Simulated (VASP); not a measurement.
# ZnO (P6_3mc) in VASP: a series of runs

ZnO is run at these levels: LDA; tasks: single point.

Everything below comes from runs of VASP 6.6.1. Logs are shortened: lines on timing, memory, paths and dates and some standing lists are left out, and cuts for length are marked.

## Step 1: The cell of the first run

Symmetry: P6_3mc, No. 186, hexagonal system. Conventional cell: a = 3.240 Å, b = 3.240 Å, c = 5.220 Å, α = 90.00°, β = 90.00°, γ = 120.00°. Within 2.6 Å of Zn (site symmetry 3m) lie 4 O at 1.97 to 1.98 Å. O (site symmetry 3m) has 4 Zn at 1.97 to 1.98 Å within 2.6 Å.

## Step 2: Single point, LDA

INCAR

```
SYSTEM = ZnO
ALGO = Normal
EDIFF = 1E-6
ENCUT = 600
GGA = CA
GGA_COMPAT = .False.
ISIF = 2
ISMEAR = 0
LASPH = .True.
LCHARG = .True.
LELF = .True.
LREAL = .False.
LVHAR = .True.
LWAVE = .False.
NBANDS = 26
NELM = 120
PREC = Accurate
SIGMA = 0.1
```

KPOINTS

```
k-points
0
Gamma
  6 6 4
  0 0 0
```

POSCAR

```
ZnO
1.0
    3.2400000000      0.0000000000      0.0000000000
   -1.6200000000      2.8059223000      0.0000000000
    0.0000000000      0.0000000000      5.2200000000
Zn O
2 2
Direct
    0.3333333000      0.6666667000      0.0000000000
    0.6666667000      0.3333333000      0.5000000000
    0.3333333000      0.6666667000      0.3770000000
    0.6666667000      0.3333333000      0.8770000000
```

Potentials or basis: VASP PAW LDA potentials, release 64 (Zn, O).

On the command line:

```bash
> cat potpaw_LDA.64/Zn/POTCAR potpaw_LDA.64/O/POTCAR > POTCAR
> mpirun -np 1 vasp_std > vasp.out
```

OUTCAR:

```text
SYSTEM = ZnO
   EDIFF = 1E-6
   ENCUT = 600
   GGA = CA
   ISIF = 2
   ISMEAR = 0
   LASPH = .True.
   LREAL = .False.
   NELM = 120
   PREC = Accurate

 ion  position               nearest neighbor table
   1  0.333  0.667  0.000-   3 1.97   4 1.98   4 1.98   4 1.98
   2  0.667  0.333  0.500-   4 1.97   3 1.98   3 1.98   3 1.98
   3  0.333  0.667  0.377-   1 1.97   2 1.98   2 1.98   2 1.98
   4  0.667  0.333  0.877-   2 1.97   1 1.98   1 1.98   1 1.98

  LATTYP: Found a hexagonal cell.
 ALAT       =     3.2400000000
 C/A-ratio  =     1.6111111111

  Lattice vectors:

 A1 = (   3.2400000000,   0.0000000000,   0.0000000000)
 A2 = (  -1.6200000000,   2.8059223000,   0.0000000000)
 A3 = (   0.0000000000,   0.0000000000,   5.2200000000)

Analysis of symmetry for initial positions (statically):
=====================================================================
 Subroutine PRICEL returns:
 Original cell was already a primitive cell.

 Routine SETGRP: Setting up the symmetry group for a
 hexagonal supercell.

 Subroutine GETGRP returns: Found 12 space group operations
 (whereof  6 operations were pure point group operations)
 out of a pool of 24 trial point group operations.

The static configuration has the point symmetry C_3v.
 The point group associated with its full space group is C_6v.

Analysis of symmetry for dynamics (positions and initial velocities):
=====================================================================
 Subroutine PRICEL returns:
 Original cell was already a primitive cell.

 Routine SETGRP: Setting up the symmetry group for a
 hexagonal supercell.

 Subroutine GETGRP returns: Found 12 space group operations
 (whereof  6 operations were pure point group operations)
 out of a pool of 24 trial point group operations.

The dynamic configuration has the point symmetry C_3v.
 The point group associated with its full space group is C_6v.

 Subroutine INISYM returns: Found 12 space group operations
 (whereof  6 operations are pure point group operations),
 and found     1 'primitive' translations

[... 88 lines left out ...]
   ISPIN  =      1    spin polarized calculation?
   LNONCOLLINEAR =      F non collinear calculations
   LSORBIT =      F    spin-orbit coupling
   LASPH  =      T    aspherical Exc in radial PAW
   ENCUT  =  600.0 eV  44.10 Ry    6.64 a.u.   6.47  6.47 10.43*2*pi/ulx,y,z
   NELM   =    120;   NELMIN=  2; NELMDL= -5     # of ELM steps
   EDIFF  = 0.1E-05   stopping-criterion for ELM
   LREAL  =      F    real-space projection
   EDIFFG = 0.1E-04   stopping-criterion for IOM
   NSW    =      0    number of steps for IOM
   IBRION =     -1    ionic relax: 0-MD 1-quasi-New 2-CG
   NFREE  =      0    steps in history (QN), initial steepest desc. (CG)
   ISIF   =      2    stress and relaxation
   ISYM   =      2    0-nonsym 1-usesym 2-fastsym
   POTIM  = 0.5000    time-step for ionic-motion
   TEBEG  =    0.0;   TEEND  =   0.0 temperature during run
   PSTRESS=    0.0 pullay stress
   NELECT =      36.0000    total number of electrons
   NUPDOWN=      -1.0000    fix difference up-down
   EMIN   =  10.00;   EMAX   =-10.00  energy-range for DOS
   EFERMI =   0.00;   METHOD = LEGACY
   ISMEAR =     0;   SIGMA  =   0.10  broadening in eV -4-tet -1-fermi 0-gaus
   EFERMI_NEDOS =   21; number of points for ismear=-14 and -15
   IALGO  =     38    algorithm
   IMIX   =      4    mixing-type and parameters
     AMIX     =   0.40;   BMIX     =  1.00
     AMIX_MAG =   1.60;   BMIX_MAG =  1.00
  volume/ion in A,a.u.               =      11.86        80.06
  Fermi-wavevector in a.u.,A,eV,Ry     =   1.493065  2.821483 30.330679  2.229242
  Thomas-Fermi vector in A             =   2.605513
   LORBIT       =      0    0 simple, 1 ext, 2 COOP (PROOUT), +10 PAW based schemes
   GGA     = CA    functional components
   LHFCALC =     F    Hartree Fock is set to
   AEXX    =    0.0000 exact exchange contribution
   IVDW    =     0    specifies the selected vdW correction
   LEPSILON=     F    determine dielectric tensor
   LRPA    =     F    only Hartree local field effects (RPA)
 non-spin polarized calculation
 Gauss-broadening in eV      SIGMA  =   0.10
  energy-cutoff  :      600.00
  volume of cell :       47.46
 maximum number of plane-waves:      1605
 NGX is ok and might be reduce to    28
   NGX = 13   NGY = 13   NGZ = 21

 number of electron      36.0000012 magnetization

 Free energy of the ion-electron system (eV)
  ---------------------------------------------------
  ext. energy  EPLUGINS =         0.00000000
  ---------------------------------------------------
  free energy    TOTEN  =       -21.12915721 eV

  energy without entropy =      -21.12915721  energy(sigma->0) =      -21.12915721

 E-fermi :   1.2811     XC(G=0): -11.4792

 val. band max:        0.9059881635   @ k =   0.0000   0.0000   0.0000
 cond. band min:       1.6465158550   @ k =   0.0000   0.0000   0.0000
 fundamental gap:      0.7405276915
 Fermi energy:         1.2810564995

 k-point     1 :       0.0000    0.0000    0.0000
  band No.  band energies     occupation
      1     -16.9209      2.00000
      2     -16.1462      2.00000
      3      -4.8710      2.00000
      4      -4.8710      2.00000
      5      -4.8621      2.00000
      6      -4.8434      2.00000
[... 598 lines left out ...]
     25      16.4003      0.00000
     26      16.4005      0.00000

------------------------ aborting loop because EDIFF is reached ----------------------------------------

  FORCE on cell =-STRESS in cart. coord.  units (eV):
  Direction    XX          YY          ZZ          XY          YZ          ZX
  --------------------------------------------------------------------------------------
  -------------------------------------------------------------------------------------
  Total       -1.8782713     -1.8782713     -1.4666695      0.0000000      0.0000000      0.0000000
  in kB      -63.4129193    -63.4129189    -49.5166987      0.0000000      0.0000000      0.0000000
  external PRESSURE =     -58.7808456 kB  Pullay stress =       0.0000000 kB

 VOLUME and BASIS-vectors are now :
 -----------------------------------------------------------------------------
  energy-cutoff  :      600.00
  volume of cell :       47.46
      direct lattice vectors                 reciprocal lattice vectors
     3.240000000  0.000000000  0.000000000     0.308641975  0.178194528  0.000000000
    -1.620000000  2.805922300  0.000000000     0.000000000  0.356389056  0.000000000
     0.000000000  0.000000000  5.220000000     0.000000000  0.000000000  0.191570881

 POSITION                                       TOTAL-FORCE (eV/Angst)
 -----------------------------------------------------------------------------------
     -0.00000      1.87061      0.00000         0.000000      0.000000     -0.078967
      1.62000      0.93531      2.61000        -0.000000      0.000000     -0.078967
     -0.00000      1.87061      1.96794         0.000000     -0.000000      0.078967
      1.62000      0.93531      4.57794        -0.000000      0.000000      0.078967
 -----------------------------------------------------------------------------------
    total drift:                               -0.000159      0.000092     -0.000536

  FREE ENERGIE OF THE ION-ELECTRON SYSTEM (eV)
  ---------------------------------------------------
  free  energy   TOTEN  =       -21.1291572119 eV

  energy  without entropy=      -21.1291572107  energy(sigma->0) =      -21.12915721
```

Wall time 25 s (1 thread of Intel Xeon Platinum 8375C at 2.90GHz (Ice Lake), shared host); peak memory 0.16 GiB.

What came out:

```yaml
Free_energy: -21.1292 eV
Pressure: -5.9 GPa
Largest_force: 0.079 eV/Å
Band_gap_on_the_k_mesh: 0.74 eV
```

Forces in eV/Å, atoms in the order of the input:
```
Zn   0.000  0.000 -0.079
Zn   0.000  0.000 -0.079
O    0.000  0.000  0.079
O    0.000  0.000  0.079
```

Stress tensor (GPa, compression positive):
```
-6.34  0.00  0.00
 0.00 -6.34  0.00
 0.00  0.00 -4.95
```

Caveat: the cell stands under tension.

## Step 3: Single point, LDA

This run uses another cell than the first one, of 11.33 Å³/atom.

INCAR

```
PREC = Accurate
ENCUT = 600
EDIFF = 1E-6
ISMEAR = 0
SIGMA = 0.02
LREAL = False
LASPH = True
NELM = 120
ALGO = Normal
ISIF = 2
LWAVE = False
LCHARG = False
NBANDS = 26
GGA_COMPAT = False
```

KPOINTS

```
regular mesh
0
Gamma
  9 9 6
```

POSCAR

```
ZnO
1.0
    3.1872605427      0.0000000000      0.0000000000
   -1.5936302713      2.7602485984      0.0000000000
    0.0000000000      0.0000000000      5.1531033668
Zn O
2 2
Direct
    0.3333333333      0.6666666667     -0.0007071821
    0.6666666667      0.3333333333      0.4992928179
    0.3333333333      0.6666666667      0.3777071821
    0.6666666667      0.3333333333      0.8777071821
```

Potentials or basis: VASP PAW LDA potentials, release 64 (Zn, O).

On the command line:

```bash
> cat potpaw_LDA.64/Zn/POTCAR potpaw_LDA.64/O/POTCAR > POTCAR
> mpirun -np 1 vasp_std > vasp.out
```

Wall time 48 s (1 thread of Intel Xeon Platinum 8375C at 2.90GHz (Ice Lake), shared host); peak memory 0.18 GiB.

It converged, with:

* Free energy: -21.1617 eV
* Pressure: 0.8 GPa
* Band gap on the k mesh: 0.81 eV

Levels at points of the mesh, in eV from the valence-band top:
| k point | band 14 | band 15 | band 16 | band 17 | band 18 | band 19 | band 20 | band 21 | band 22 | band 23 |
| --- | --- | --- | --- | --- | --- | --- | --- | --- | --- | --- |
| (0.00, 0.00, 0.00) | -0.86 | -0.86 | -0.11 | 0.00 | 0.00 | 0.81 | 5.29 | 8.20 | 12.97 | 12.97 |
| (0.00, 0.00, 0.50) | -2.33 | -0.43 | -0.43 | -0.43 | -0.43 | 3.49 | 3.49 | 10.06 | 10.06 | 13.27 |
